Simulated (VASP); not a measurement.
# TaN in VASP: further runs, part 2 of 2

VASP 6.6.1. Earlier steps stand in the parts before.

**3. Single point, r2SCAN**

This run uses another cell than the first one, of 9.34 Å³/atom.

File POSCAR:

```
TaN
1.0
    0.0000000000      2.0700500000      2.1790000000
    2.0700500000      0.0000000000      2.1790000000
    2.0700500000      2.0700500000      0.0000000000
Ta N
1 1
Direct
    0.5000000000      0.5000000000      0.5000000000
    0.0000000000      0.0000000000      0.0000000000
```

File INCAR.step1:

```
  PREC = Accurate
  ENCUT = 520
  ISMEAR = -1
  SIGMA = 0.05
  LREAL = False
  LASPH = True
  NELM = 60
  NBANDS = 15
  GGA = PE
  ALGO = Normal
  EDIFF = 1E-4
  LWAVE = True
  LCHARG = False
```

File INCAR.step2:

```
  PREC = Accurate
  ENCUT = 520
  EDIFF = 1E-7
  ISMEAR = -1
  SIGMA = 0.05
  LREAL = False
  LASPH = True
  NELM = 60
  ALGO = Normal
  ISIF = 2
  LWAVE = False
  LCHARG = False
  METAGGA = R2SCAN
  LMIXTAU = True
  NBANDS = 15
  ISTART = 1
```

File KPOINTS:

```
Automatic mesh
0
Gamma
  14 14 14
```

Potentials or basis: VASP PAW PBE potentials, release 64 (Ta_pv, N).

The run is started by

```bash
$ cat potpaw_PBE.64/Ta_pv/POTCAR potpaw_PBE.64/N/POTCAR > POTCAR
$ cp INCAR.step1 INCAR
$ mpirun -np 1 vasp_std > vasp.out
$ cp INCAR.step2 INCAR
$ mpirun -np 1 vasp_std > vasp.out
```

OUTCAR:

```text
PREC = Accurate
   ENCUT = 520
   EDIFF = 1E-7
   ISMEAR = -1
   LREAL = False
   LASPH = True
   NELM = 60
   ISIF = 2
   METAGGA = R2SCAN
   ISTART = 1

 ion  position               nearest neighbor table
   1  0.500  0.500  0.500-   2 2.07   2 2.07   2 2.07   2 2.07   2 2.18   2 2.18
   2  0.000  0.000  0.000-   1 2.07   1 2.07   1 2.07   1 2.07   1 2.18   1 2.18

  LATTYP: Found a body centered tetragonal cell.
 ALAT       =     2.9274927848
 C/A-ratio  =     1.4886458551

  Lattice vectors:

 A1 = (  -2.0700500000,   0.0000000000,   2.1790000000)
 A2 = (   2.0700500000,   0.0000000000,   2.1790000000)
 A3 = (   0.0000000000,   2.0700500000,  -2.1790000000)

Analysis of symmetry for initial positions (statically):
=====================================================================
 Subroutine PRICEL returns:
 Original cell was already a primitive cell.

 Routine SETGRP: Setting up the symmetry group for a
 body centered tetragonal supercell.

 Subroutine GETGRP returns: Found 16 space group operations
 (whereof 16 operations were pure point group operations)
 out of a pool of 16 trial point group operations.

The static configuration has the point symmetry D_4h.

Analysis of symmetry for dynamics (positions and initial velocities):
=====================================================================
 Subroutine PRICEL returns:
 Original cell was already a primitive cell.

 Routine SETGRP: Setting up the symmetry group for a
 body centered tetragonal supercell.

 Subroutine GETGRP returns: Found 16 space group operations
 (whereof 16 operations were pure point group operations)
 out of a pool of 16 trial point group operations.

The dynamic configuration has the point symmetry D_4h.

 Subroutine INISYM returns: Found 16 space group operations
 (whereof 16 operations are pure point group operations),
 and found     1 'primitive' translations

----------------------------------------------------------------------------------------

                                     Primitive cell

  volume of cell :      18.6745

  direct lattice vectors                    reciprocal lattice vectors
     0.000000000  2.070050000  2.179000000    -0.241540059  0.241540059  0.229463056
     2.070050000  0.000000000  2.179000000     0.241540059 -0.241540059  0.229463056
     2.070050000  2.070050000  0.000000000     0.241540059  0.241540059 -0.229463056

  length of vectors
     3.005519589  3.005519589  2.927492785     0.411505158  0.411505158  0.411505158

  position of ions in fractional coordinates (direct lattice)
     0.500000000  0.500000000  0.500000000
     0.000000000  0.000000000  0.000000000

  ion indices of the primitive-cell ions
   primitive index   ion index
                 1           1
                 2           2

----------------------------------------------------------------------------------------

 KPOINTS: Automatic mesh

Automatic generation of k-mesh.
 Grid dimensions read from file:
 generate k-points for:   14   14   14

 Generating k-lattice:

  Cartesian coordinates                     Fractional coordinates (reciprocal lattice)
    -0.017252861  0.017252861  0.016390218     0.071428571  0.000000000  0.000000000
     0.017252861 -0.017252861  0.016390218     0.000000000  0.071428571  0.000000000
     0.017252861  0.017252861 -0.016390218     0.000000000  0.000000000  0.071428571

  Length of vectors
     0.029393226  0.029393226  0.029393226

  Shift w.r.t. Gamma in fractional coordinates (k-lattice)
     0.000000000  0.000000000  0.000000000

 Subroutine IBZKPT returns following result:
 ===========================================

 Found    244 irreducible k-points:

 Following reciprocal coordinates:
            Coordinates               Weight
  0.000000  0.000000  0.000000      1.000000
  0.071429  0.000000  0.000000      8.000000
  0.142857  0.000000  0.000000      8.000000
  0.214286  0.000000  0.000000      8.000000
  0.285714  0.000000  0.000000      8.000000
  0.357143 -0.000000  0.000000      8.000000
[... 16 lines left out ...]
  0.214286  0.142857  0.000000      8.000000
  0.285714  0.142857  0.000000      8.000000
 [... further k-points ...]
   k-points           NKPTS =    244   k-points in BZ     NKDIM =    244   number of bands    NBANDS=     15
   number of dos      NEDOS =    301   number of ions     NIONS =      2
   total plane-waves  NPLWV =  13824
   dimension x,y,z NGX =    24 NGY =   24 NGZ =   24
   dimension x,y,z NGXF=    48 NGYF=   48 NGZF=   48
   ions per type =               1   1
   NGX,Y,Z   is equivalent  to a cutoff of  13.28, 13.28, 13.63 a.u.
   NGXF,Y,Z  is equivalent  to a cutoff of  26.55, 26.55, 27.26 a.u.
 SYSTEM =  unknown system
   PREC   = accura    normal or accurate (medium, high low for compatibility)
   ISTART =      1    job   : 0-new  1-cont  2-samecut
   ICHARG =      0    charge: 1-file 2-atom 10-const
   ISPIN  =      1    spin polarized calculation?
   LNONCOLLINEAR =      F non collinear calculations
   LSORBIT =      F    spin-orbit coupling
   LASPH  =      T    aspherical Exc in radial PAW
   ENCUT  =  520.0 eV  38.22 Ry    6.18 a.u.   5.59  5.59  5.44*2*pi/ulx,y,z
   NELM   =     60;   NELMIN=  2; NELMDL=  0     # of ELM steps
   EDIFF  = 0.1E-06   stopping-criterion for ELM
   LREAL  =      F    real-space projection
   EDIFFG = 0.1E-05   stopping-criterion for IOM
   NSW    =      0    number of steps for IOM
   IBRION =     -1    ionic relax: 0-MD 1-quasi-New 2-CG
   NFREE  =      0    steps in history (QN), initial steepest desc. (CG)
   ISIF   =      2    stress and relaxation
   ISYM   =      2    0-nonsym 1-usesym 2-fastsym
   POTIM  = 0.5000    time-step for ionic-motion
   TEBEG  =    0.0;   TEEND  =   0.0 temperature during run
   PSTRESS=    0.0 pullay stress
   NELECT =      16.0000    total number of electrons
   NUPDOWN=      -1.0000    fix difference up-down
   EMIN   =  10.00;   EMAX   =-10.00  energy-range for DOS
   EFERMI =   0.00;   METHOD = LEGACY
   ISMEAR =    -1;   SIGMA  =   0.05  broadening in eV -4-tet -1-fermi 0-gaus
   EFERMI_NEDOS =   21; number of points for ismear=-14 and -15
   IALGO  =     38    algorithm
   IMIX   =      4    mixing-type and parameters
     AMIX     =   0.40;   BMIX     =  1.00
     AMIX_MAG =   1.60;   BMIX_MAG =  1.00
  volume/ion in A,a.u.               =       9.34        63.01
  Fermi-wavevector in a.u.,A,eV,Ry     =   1.554886  2.938308 32.894400  2.417670
  Thomas-Fermi vector in A             =   2.658907
   LORBIT       =      0    0 simple, 1 ext, 2 COOP (PROOUT), +10 PAW based schemes
   METAGGA = R2SCAN    functional components
   LHFCALC =     F    Hartree Fock is set to
   AEXX    =    0.0000 exact exchange contribution
   IVDW    =     0    specifies the selected vdW correction
   LEPSILON=     F    determine dielectric tensor
   LRPA    =     F    only Hartree local field effects (RPA)
 non-spin polarized calculation
  energy-cutoff  :      520.00
  volume of cell :       18.67
 maximum number of plane-waves:       533
   NGX = 11   NGY = 11   NGZ = 11

 number of electron      16.0000002 magnetization

 Free energy of the ion-electron system (eV)
  ---------------------------------------------------
  ext. energy  EPLUGINS =         0.00000000
  ---------------------------------------------------
  free energy    TOTEN  =       -59.05084545 eV

  energy without entropy =      -59.04536216  energy(sigma->0) =      -59.04810380

 E-fermi :  11.1684     XC(G=0): -15.3014

 val. band max:       11.1635744316   @ k =  -0.2143   0.2143   0.0000
 cond. band min:      11.1969358068   @ k =   0.2857   0.0000   0.0000
 fundamental gap:      0.0333613751
 Fermi energy:        11.1684190726

 k-point     1 :       0.0000    0.0000    0.0000
  band No.  band energies     occupation
      1     -25.7352      2.00000
      2     -25.7273      2.00000
      3     -25.7273      2.00000
      4      -9.9963      2.00000
      5       6.3932      2.00000
      6       6.7118      2.00000
      7       6.7118      2.00000
      8       8.1008      2.00000
      9       8.8502      2.00000
     10       8.8502      2.00000
     11      10.5329      1.99999
     12      11.6931      0.00006
     13      14.5769      0.00000
     14      21.1240      0.00000
     15      21.1979      0.00000
[... 397 lines left out ...]
 k-point    24 :       0.2857    0.1429    0.0000
  band No.  band energies     occupation
      1     -26.4147      2.00000
      2     -25.8831      2.00000
      3     -25.8603      2.00000
      4      -8.4494      2.00000
      5       1.8601      2.00000
      6       4.2213      2.00000
      7       4.7637      2.00000
      8       8.0296      2.00000
      9      11.9780      0.00000
     10      12.0290      0.00000
     11      14.3936      0.00000
     12      16.1967      0.00000
     13      18.0776      0.00000
     14      21.1237      0.00000
     15      25.7375      0.00000

 [... further k-points ...]
[... 5 lines left out ...]
  --------------------------------------------------------------------------------------
  -------------------------------------------------------------------------------------
  Total        9.6583099      9.6583099      3.8473299      0.0000000      0.0000000      0.0000000
  in kB      828.6341423    828.6341423    330.0814425      0.0000000      0.0000000      0.0000000
  external PRESSURE =     662.4499090 kB  Pullay stress =       0.0000000 kB

 VOLUME and BASIS-vectors are now :
 -----------------------------------------------------------------------------
  energy-cutoff  :      520.00
  volume of cell :       18.67
      direct lattice vectors                 reciprocal lattice vectors
     0.000000000  2.070050000  2.179000000    -0.241540059  0.241540059  0.229463056
     2.070050000  0.000000000  2.179000000     0.241540059 -0.241540059  0.229463056
     2.070050000  2.070050000  0.000000000     0.241540059  0.241540059 -0.229463056

 POSITION                                       TOTAL-FORCE (eV/Angst)
 -----------------------------------------------------------------------------------
      2.07005      2.07005      2.17900        -0.000000     -0.000000      0.000000
      0.00000      0.00000      0.00000         0.000000      0.000000     -0.000000
 -----------------------------------------------------------------------------------
    total drift:                                0.000000     -0.000000     -0.000000

  FREE ENERGIE OF THE ION-ELECTRON SYSTEM (eV)
  ---------------------------------------------------
  free  energy   TOTEN  =       -59.0508454509 eV

  energy  without entropy=      -59.0453621583  energy(sigma->0) =      -59.04810380
```

OUTCAR.step1:

```text
PREC = Accurate
   ENCUT = 520
   ISMEAR = -1
   LREAL = False
   LASPH = True
[... 653 lines left out ...]
      2.07005      2.07005      2.17900         0.000000      0.000000      0.000000
      0.00000      0.00000      0.00000        -0.000000     -0.000000      0.000000
 -----------------------------------------------------------------------------------
    total drift:                                0.000000     -0.000000     -0.000000

  FREE ENERGIE OF THE ION-ELECTRON SYSTEM (eV)
  ---------------------------------------------------
  free  energy   TOTEN  =       -21.1917981402 eV

  energy  without entropy=      -21.1863333613  energy(sigma->0) =      -21.18906575
```

Wall time 80 s (1 thread of Intel Xeon 6975P-C (Granite Rapids), shared host); peak memory 0.2 GiB.

What came out:

* Free energy: -59.0508 eV
* Pressure: 66.2 GPa
* Band gap on the k mesh: zero (bands 8 and 9 overlap by 4.48 eV)

Stress tensor (GPa, compression positive):
```
82.86  0.00  0.00
 0.00 82.86  0.00
 0.00  0.00 33.01
```

Levels at points of the mesh, in eV from the Fermi level:
| k point | band 4 | band 5 | band 6 | band 7 | band 8 | band 9 | band 10 | band 11 | band 12 | band 13 |
| --- | --- | --- | --- | --- | --- | --- | --- | --- | --- | --- |
| (0.00, 0.00, 0.00) | -21.16 | -4.78 | -4.46 | -4.46 | -3.07 | -2.32 | -2.32 | -0.64 | 0.52 | 3.41 |
| (0.50, 0.00, 0.00) | -17.22 | -12.01 | -9.11 | -9.09 | 2.17 | 2.44 | 2.74 | 4.49 | 8.41 | 9.95 |
| (0.50, 0.50, 0.00) | -19.98 | -7.74 | -6.56 | -5.12 | -5.12 | 2.58 | 4.31 | 4.31 | 6.00 | 9.03 |
| (0.50, 0.00, 0.50) | -19.97 | -7.06 | -6.65 | -5.56 | -5.22 | 2.50 | 3.86 | 4.78 | 6.49 | 9.22 |

Caveat: the cell stands under pressure; the PAW data sets were made with another functional, which shifts forces and pressure a little; spin-orbit coupling is left out, which moves the levels of the heavy elements.
